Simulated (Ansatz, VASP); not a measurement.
**Two plane-wave programs on WSe2**

```
W Se
1.0
     3.32068    0.00000    0.00000
    -1.66034    2.87579    0.00000
     0.00000    0.00000   38.77011
W Se
4 8
Direct
  0.66667 0.33333 0.90171
  0.66667 0.33333 0.29464
  0.33333 0.66667 0.70536
  0.33333 0.66667 0.09829
  0.29409 0.64704 0.94245
  0.29409 0.64704 0.33537
  0.62742 0.31371 0.74610
  0.62742 0.31371 0.13903
  0.29409 0.64704 0.85587
  0.29409 0.64704 0.24880
  0.62742 0.31371 0.65953
  0.62742 0.31371 0.05246
```

Change from the starting cell: all Se atoms moved +0.150 Å, as atom 5 towards its neighbour atom 1 (W) at 2.548 Å.

Alike in both runs: task single point; functional PBE; k mesh 12 × 12 × 1; occupations gaussian, width 0.05 eV; no spin polarisation.

```csv
,VASP,Ansatz
version,VASP 6.6.1,Ansatz 0.2.0
potentials or method,"VASP PAW PBE potentials, release 64 (W_sv, Se), cutoff 520 eV","scalar-relativistic, plane waves, PAW"
valence electrons in the cell,104,184
```

Ansatz gave:

* gap on the k mesh at the Fermi level (eV): 1.25
* least direct gap on the mesh (eV): 1.30
* rms of the force components (eV/Å): 1.417

**Question.** What did VASP give for the same quantities?

**Answer.** gap on the k mesh at the Fermi level (eV): 1.25; least direct gap on the mesh (eV): 1.29; rms of the force components (eV/Å): 1.427.

Atom by atom the forces differ by 0.022 eV/Å (rms over components). With one functional, cell and mesh, what is left measures potentials, basis and numerics. VASP's potentials hold 104 valence electrons a cell and Ansatz's 184, so a difference there can come from the potentials and not from the codes.

Spin-orbit coupling is off throughout.
